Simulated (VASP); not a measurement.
A run of VASP 6.6.1 is set up as follows.

The input INCAR:

```
PREC = Accurate
ENCUT = 520
EDIFF = 1E-7
ISMEAR = 0
SIGMA = 0.01
LREAL = F
LASPH = T
NELM = 60
ALGO = Normal
ISIF = 2
LWAVE = F
LCHARG = F
GGA = PE
NBANDS = 46
```

KPOINTS

```
regular mesh
0
Gamma
  6 6 6
```

POSCAR

```
Cd3HgS4
1.0
   -2.9452541552      2.9452541552      5.8912555200
    2.9452541552     -2.9452541552      5.8912555200
    2.9452541552      2.9452541552     -5.8912555200
Cd S Hg
3 4 1
Direct
    0.7500000000      0.2500000000      0.5000000000
    0.5000000000      0.5000000000      0.0000000000
    0.2500000000      0.7500000000      0.5000000000
    0.1260023273      0.6221842884      0.0000000000
    0.8739976727      0.8739976727      0.4961819611
    0.6221842884      0.1260023273      0.0000000000
    0.3778157116      0.3778157116      0.5038180389
    0.0000000000      0.0000000000      0.0000000000
```

Potentials or basis: VASP PAW PBE potentials, release 64 (Cd, S, Hg).

Launch:

```sh
$ cat potpaw_PBE.64/Cd/POTCAR potpaw_PBE.64/S/POTCAR potpaw_PBE.64/Hg/POTCAR > POTCAR
$ mpirun -np 1 vasp_std > vasp.out
```

Problem. What does it give for the band gap on the k mesh?

Solution. 0.68 eV.

Problem. Estimate the pressure.

Solution. 1.8 GPa.

Problem. Estimate the largest force.

Solution. 0.010 eV/Å.

Forces on the atoms (eV/Å):
```
Cd   0.000  0.000  0.000
Cd   0.000  0.000  0.000
Cd   0.000  0.000  0.000
S   -0.006  0.006 -0.006
S   -0.006 -0.006  0.006
S    0.006 -0.006 -0.006
S    0.006  0.006  0.006
Hg   0.000  0.000  0.000
```

Caveat: spin-orbit coupling is left out, which moves the levels of the heavy elements.
